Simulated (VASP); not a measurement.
# K (Im-3m) in VASP: further runs

Runs on K. Level: revPBE. Tasks: single point, relaxation of cell and atoms.

All numbers are computed with VASP 6.6.1; they aren't measurements. Logs are shortened: lines on timing, memory, paths and dates and some standing lists are left out, and cuts for length are marked.

### Step 1. The cell of the first run

Symmetry: Im-3m, No. 229, cubic system. Conventional cell: a = 5.415 Å, b = 5.415 Å, c = 5.415 Å, α = 90.00°, β = 90.00°, γ = 90.00°.

### Step 2. Single point, revPBE

Input file INCAR:

```
SYSTEM = K
ALGO = Normal
EDIFF = 1E-6
ENCUT = 500
GGA = RE
GGA_COMPAT = .FALSE.
ISIF = 2
ISMEAR = 0
LASPH = .TRUE.
LCHARG = .FALSE.
LREAL = .FALSE.
LWAVE = .FALSE.
NBANDS = 10
NELM = 120
PREC = Accurate
SIGMA = 0.02
```

Input file KPOINTS:

```
k-points
0
G
  7 7 7
  0 0 0
```

Input file POSCAR:

```
K
1.0
   -2.7076521875      2.7076521875      2.7076521875
    2.7076521875     -2.7076521875      2.7076521875
    2.7076521875      2.7076521875     -2.7076521875
K
1
Direct
    0.0000000000      0.0000000000      0.0000000000
```

Potentials or basis: VASP PAW PBE potentials, release 64 (K_sv).

Run with:

```bash
$ cat potpaw_PBE.64/K_sv/POTCAR > POTCAR
$ mpirun -np 1 vasp_std > vasp.out
```

OUTCAR:

```text
SYSTEM = K
   EDIFF = 1E-6
   ENCUT = 500
   GGA = RE
   ISIF = 2
   ISMEAR = 0
   LASPH = .TRUE.
   LREAL = .FALSE.
   NELM = 120
   PREC = Accurate

 ion  position               nearest neighbor table
   1  0.000  0.000  0.000-

  LATTYP: Found a body centered cubic cell.
 ALAT       =     5.4153043750

  Lattice vectors:

 A1 = (  -2.7076521875,   2.7076521875,   2.7076521875)
 A2 = (   2.7076521875,  -2.7076521875,   2.7076521875)
 A3 = (   2.7076521875,   2.7076521875,  -2.7076521875)

Analysis of symmetry for initial positions (statically):
=====================================================================
 Subroutine PRICEL returns:
 Original cell was already a primitive cell.

 Routine SETGRP: Setting up the symmetry group for a
 body centered cubic supercell.

 Subroutine GETGRP returns: Found 48 space group operations
 (whereof 48 operations were pure point group operations)
 out of a pool of 48 trial point group operations.

The static configuration has the point symmetry O_h .

Analysis of symmetry for dynamics (positions and initial velocities):
=====================================================================
 Subroutine PRICEL returns:
 Original cell was already a primitive cell.

 Routine SETGRP: Setting up the symmetry group for a
 body centered cubic supercell.

 Subroutine GETGRP returns: Found 48 space group operations
 (whereof 48 operations were pure point group operations)
 out of a pool of 48 trial point group operations.

The dynamic configuration has the point symmetry O_h .

 Subroutine INISYM returns: Found 48 space group operations
 (whereof 48 operations are pure point group operations),
 and found     1 'primitive' translations

----------------------------------------------------------------------------------------

                                     Primitive cell

  volume of cell :      79.4033

  direct lattice vectors                    reciprocal lattice vectors
    -2.707652187  2.707652187  2.707652187     0.000000000  0.184661827  0.184661827
     2.707652187 -2.707652187  2.707652187     0.184661827  0.000000000  0.184661827
     2.707652187  2.707652187 -2.707652187     0.184661827  0.184661827  0.000000000

  length of vectors
     4.689791158  4.689791158  4.689791158     0.261151260  0.261151260  0.261151260

  position of ions in fractional coordinates (direct lattice)
     0.000000000  0.000000000  0.000000000

  ion indices of the primitive-cell ions
   primitive index   ion index
                 1           1

----------------------------------------------------------------------------------------

 KPOINTS: k-points

Automatic generation of k-mesh.
 Grid dimensions read from file:
 generate k-points for:    7    7    7

 Generating k-lattice:

  Cartesian coordinates                     Fractional coordinates (reciprocal lattice)
     0.000000000  0.026380261  0.026380261     0.142857143  0.000000000  0.000000000
     0.026380261  0.000000000  0.026380261     0.000000000  0.142857143  0.000000000
     0.026380261  0.026380261  0.000000000     0.000000000  0.000000000  0.142857143

  Length of vectors
     0.037307323  0.037307323  0.037307323

  Shift w.r.t. Gamma in fractional coordinates (k-lattice)
     0.000000000  0.000000000  0.000000000

 Subroutine IBZKPT returns following result:
 ===========================================

 Found     20 irreducible k-points:

 Following reciprocal coordinates:
            Coordinates               Weight
  0.000000  0.000000  0.000000      1.000000
  0.142857  0.000000  0.000000     12.000000
  0.285714  0.000000  0.000000     12.000000
  0.428571  0.000000  0.000000     12.000000
  0.142857  0.142857  0.000000     24.000000
  0.285714  0.142857  0.000000     48.000000
[... 12 lines left out ...]
 -0.428571 -0.428571  0.285714      8.000000
 -0.428571  0.428571  0.428571      6.000000
   k-points           NKPTS =     20   k-points in BZ     NKDIM =     20   number of bands    NBANDS=     10
   number of dos      NEDOS =    301   number of ions     NIONS =      1
   total plane-waves  NPLWV =  46656
   dimension x,y,z NGX =    36 NGY =   36 NGZ =   36
   dimension x,y,z NGXF=    72 NGYF=   72 NGZF=   72
   ions per type =               1
   NGX,Y,Z   is equivalent  to a cutoff of  12.76, 12.76, 12.76 a.u.
   NGXF,Y,Z  is equivalent  to a cutoff of  25.52, 25.52, 25.52 a.u.
 SYSTEM =  K
   PREC   = accura    normal or accurate (medium, high low for compatibility)
   ISTART =      0    job   : 0-new  1-cont  2-samecut
   ICHARG =      2    charge: 1-file 2-atom 10-const
   ISPIN  =      1    spin polarized calculation?
   LNONCOLLINEAR =      F non collinear calculations
   LSORBIT =      F    spin-orbit coupling
   LASPH  =      T    aspherical Exc in radial PAW
   ENCUT  =  500.0 eV  36.75 Ry    6.06 a.u.   8.55  8.55  8.55*2*pi/ulx,y,z
   NELM   =    120;   NELMIN=  2; NELMDL= -5     # of ELM steps
   EDIFF  = 0.1E-05   stopping-criterion for ELM
   LREAL  =      F    real-space projection
   EDIFFG = 0.1E-04   stopping-criterion for IOM
   NSW    =      0    number of steps for IOM
   IBRION =     -1    ionic relax: 0-MD 1-quasi-New 2-CG
   NFREE  =      0    steps in history (QN), initial steepest desc. (CG)
   ISIF   =      2    stress and relaxation
   ISYM   =      2    0-nonsym 1-usesym 2-fastsym
   POTIM  = 0.5000    time-step for ionic-motion
   TEBEG  =    0.0;   TEEND  =   0.0 temperature during run
   PSTRESS=    0.0 pullay stress
   NELECT =       9.0000    total number of electrons
   NUPDOWN=      -1.0000    fix difference up-down
   EMIN   =  10.00;   EMAX   =-10.00  energy-range for DOS
   EFERMI =   0.00;   METHOD = LEGACY
   ISMEAR =     0;   SIGMA  =   0.02  broadening in eV -4-tet -1-fermi 0-gaus
   EFERMI_NEDOS =   21; number of points for ismear=-14 and -15
   IALGO  =     38    algorithm
   IMIX   =      4    mixing-type and parameters
     AMIX     =   0.40;   BMIX     =  1.00
     AMIX_MAG =   1.60;   BMIX_MAG =  1.00
  volume/ion in A,a.u.               =      79.40       535.84
  Fermi-wavevector in a.u.,A,eV,Ry     =   0.792275  1.497183  8.540379  0.627700
  Thomas-Fermi vector in A             =   1.897981
   LORBIT       =      0    0 simple, 1 ext, 2 COOP (PROOUT), +10 PAW based schemes
   GGA     = RE    functional components
   LHFCALC =     F    Hartree Fock is set to
   AEXX    =    0.0000 exact exchange contribution
   IVDW    =     0    specifies the selected vdW correction
   LEPSILON=     F    determine dielectric tensor
   LRPA    =     F    only Hartree local field effects (RPA)
 non-spin polarized calculation
 Gauss-broadening in eV      SIGMA  =   0.02
  energy-cutoff  :      500.00
  volume of cell :       79.40
 maximum number of plane-waves:      2032
 NGX is ok and might be reduce to    36
   NGX = 17   NGY = 17   NGZ = 17

 number of electron       8.9999998 magnetization

 Free energy of the ion-electron system (eV)
  ---------------------------------------------------
  ext. energy  EPLUGINS =         0.00000000
  ---------------------------------------------------
  free energy    TOTEN  =        -0.94750048 eV

  energy without entropy =       -0.94681108  energy(sigma->0) =       -0.94715578

 E-fermi :  -0.2345     XC(G=0):  -5.3547

 val. band max:       -0.2473311126   @ k =  -0.2857   0.4286   0.1429
 cond. band min:      -0.0524508166   @ k =  -0.4286   0.4286   0.1429
 fundamental gap:      0.1948802960
 Fermi energy:        -0.2344871870

 k-point     1 :       0.0000    0.0000    0.0000
  band No.  band energies     occupation
      1     -32.4487      2.00000
      2     -15.8708      2.00000
      3     -15.8708      2.00000
      4     -15.8708      2.00000
      5      -2.2159      2.00000
      6       4.0907      0.00000
      7       4.0907      0.00000
      8       4.0907      0.00000
      9       4.9353      0.00000
     10       4.9353      0.00000

 k-point     2 :       0.1429    0.0000    0.0000
  band No.  band energies     occupation
      1     -32.4482      2.00000
      2     -15.8803      2.00000
      3     -15.8741      2.00000
      4     -15.8708      2.00000
      5      -1.9798      2.00000
      6       3.6207      0.00000
      7       3.7982      0.00000
      8       4.2715      0.00000
      9       4.7019      0.00000
     10       4.8759      0.00000

 k-point     3 :       0.2857    0.0000    0.0000
  band No.  band energies     occupation
      1     -32.4470      2.00000
      2     -15.9014      2.00000
      3     -15.8813      2.00000
      4     -15.8707      2.00000
      5      -1.2981      2.00000
      6       2.3805      0.00000
      7       3.3187      0.00000
      8       4.7824      0.00000
      9       4.7981      0.00000
     10       4.8919      0.00000

 k-point     4 :       0.4286    0.0000    0.0000
  band No.  band energies     occupation
      1     -32.4461      2.00000
      2     -15.9181      2.00000
      3     -15.8871      2.00000
      4     -15.8707      2.00000
      5      -0.2531      1.81088
      6       1.0364      0.00000
      7       3.0255      0.00000
      8       4.6357      0.00000
      9       5.1908      0.00000
     10       5.6165      0.00000
[... 170 lines left out ...]
 k-point    18 :      -0.4286    0.4286    0.2857
  band No.  band energies     occupation
      1     -32.4447      2.00000
      2     -15.9105      2.00000
      3     -15.8988      2.00000
      4     -15.8934      2.00000
      5       0.4884      0.00000
      6       1.5579      0.00000
      7       2.9153      0.00000
      8       3.0899      0.00000
      9       4.1037      0.00000
     10       5.6935      0.00000

 k-point    19 :      -0.4286   -0.4286    0.2857
  band No.  band energies     occupation
      1     -32.4443      2.00000
      2     -15.9077      2.00000
      3     -15.9077      2.00000
      4     -15.8951      2.00000
      5       1.2521      0.00000
      6       1.2521      0.00000
      7       2.2331      0.00000
      8       3.7051      0.00000
      9       3.7051      0.00000
     10       5.4830      0.00000

 k-point    20 :      -0.4286    0.4286    0.4286
  band No.  band energies     occupation
      1     -32.4440      2.00000
      2     -15.9068      2.00000
      3     -15.9053      2.00000
      4     -15.9053      2.00000
      5       1.1768      0.00000
      6       1.6116      0.00000
      7       3.1101      0.00000
      8       3.1101      0.00000
      9       3.1538      0.00000
     10       5.5199      0.00000

------------------------ aborting loop because EDIFF is reached ----------------------------------------

  FORCE on cell =-STRESS in cart. coord.  units (eV):
  Direction    XX          YY          ZZ          XY          YZ          ZX
  --------------------------------------------------------------------------------------
  -------------------------------------------------------------------------------------
  Total       -0.0028659     -0.0028659     -0.0028659      0.0000000      0.0000000     -0.0000000
  in kB       -0.0578264     -0.0578264     -0.0578264      0.0000000      0.0000000     -0.0000000
  external PRESSURE =      -0.0578264 kB  Pullay stress =       0.0000000 kB

 VOLUME and BASIS-vectors are now :
 -----------------------------------------------------------------------------
  energy-cutoff  :      500.00
  volume of cell :       79.40
      direct lattice vectors                 reciprocal lattice vectors
    -2.707652187  2.707652187  2.707652187     0.000000000  0.184661827  0.184661827
     2.707652187 -2.707652187  2.707652187     0.184661827  0.000000000  0.184661827
     2.707652187  2.707652187 -2.707652187     0.184661827  0.184661827  0.000000000

 POSITION                                       TOTAL-FORCE (eV/Angst)
 -----------------------------------------------------------------------------------
      0.00000      0.00000      0.00000        -0.000000     -0.000000     -0.000000
 -----------------------------------------------------------------------------------
    total drift:                               -0.000000      0.000000      0.000000

  FREE ENERGIE OF THE ION-ELECTRON SYSTEM (eV)
  ---------------------------------------------------
  free  energy   TOTEN  =        -0.9475004764 eV

  energy  without entropy=       -0.9468110830  energy(sigma->0) =       -0.94715578
```

Run time: 8.3 s. Hardware: 1 thread of Intel Xeon 6975P-C (Granite Rapids), shared host; peak memory 0.19 GiB.

What came out:

* Free energy: -0.9475 eV
* Pressure: 0.0 GPa

Caveat: the PAW data sets were made with another functional, which shifts forces and pressure a little.

### Step 3. Relaxation of cell and atoms, revPBE

This run uses another cell than the first one, of 71.32 Å³/atom, 0.898 times its volume.

Input file INCAR:

```
SYSTEM = K
  PREC = Accurate
  ENCUT = 500
  EDIFF = 1E-7
  ISMEAR = 0
  SIGMA = 0.02
  LREAL = .False.
  LASPH = .True.
  NELM = 120
  ALGO = Normal
  ISIF = 3
  LWAVE = .False.
  LCHARG = .False.
  GGA = RE
  IBRION = 2
  NSW = 80
  EDIFFG = -0.01
  GGA_COMPAT = .False.
  NELMIN = 4
```

Input file KPOINTS:

```
Automatic mesh
0
Gamma
  7 7 7
  0 0 0
```

Input file POSCAR:

```
K
1.0
   -2.6125000000      2.6125000000      2.6125000000
    2.6125000000     -2.6125000000      2.6125000000
    2.6125000000      2.6125000000     -2.6125000000
K
1
Direct
    0.0000000000      0.0000000000      0.0000000000
```

Potentials or basis: VASP PAW PBE potentials, release 64 (K_sv).

Run with:

```bash
$ cat potpaw_PBE.64/K_sv/POTCAR > POTCAR
$ mpirun -np 1 vasp_std > vasp.out
```

It took 27 s on 1 thread of Intel Xeon 6975P-C (Granite Rapids), shared host; peak memory 0.2 GiB.

It converged, with:

| Quantity | Value |
| --- | --- |
| Free energy | -0.9467 eV |
| Relaxed volume | 79.25 Å³/atom |
| Relaxed cell | a = 4.687 Å, b = 4.687 Å, c = 4.687 Å, α = 109.47°, β = 109.47°, γ = 109.47° |
| Space group after relaxing (to 0.05 Å) | Im-3m (No. 229) |
| Energy gained by relaxing | 9.2 meV/atom |
| Ionic steps | 4 |
| Pressure after relaxing | 0.0 GPa |

The path:
| step | energy change (eV) | largest force (eV/Å) | pressure (GPa) | volume (Å³) |
| --- | --- | --- | --- | --- |
| 1 | 0.0000 | 0.0000 | 0.40 | 71.32 |
| 2 | -0.0040 | 0.0000 | 0.29 | 73.19 |
| 3 | -0.0091 | 0.0000 | 0.03 | 78.62 |
| 4 | -0.0092 | 0.0000 | 0.00 | 79.25 |

Final structure:
```
CELL_PARAMETERS angstrom
-2.70588 2.70588 2.70588
2.70588 -2.70588 2.70588
2.70588 2.70588 -2.70588
ATOMIC_POSITIONS crystal
K 0.00000 0.00000 0.00000
```

Levels at points of the mesh, in eV from the Fermi level:
```tsv
k point	band 3	band 4	band 5	band 6	band 7	band 8
(0.00, 0.00, 0.00)	-15.63	-15.63	-1.98	4.33	4.33	4.33
```

Caveat: the PAW data sets were made with another functional, which shifts forces and pressure a little; the volume moved by +11 % from the deposited cell, more than functionals usually miss. revPBE gives volumes clearly too large for solids.
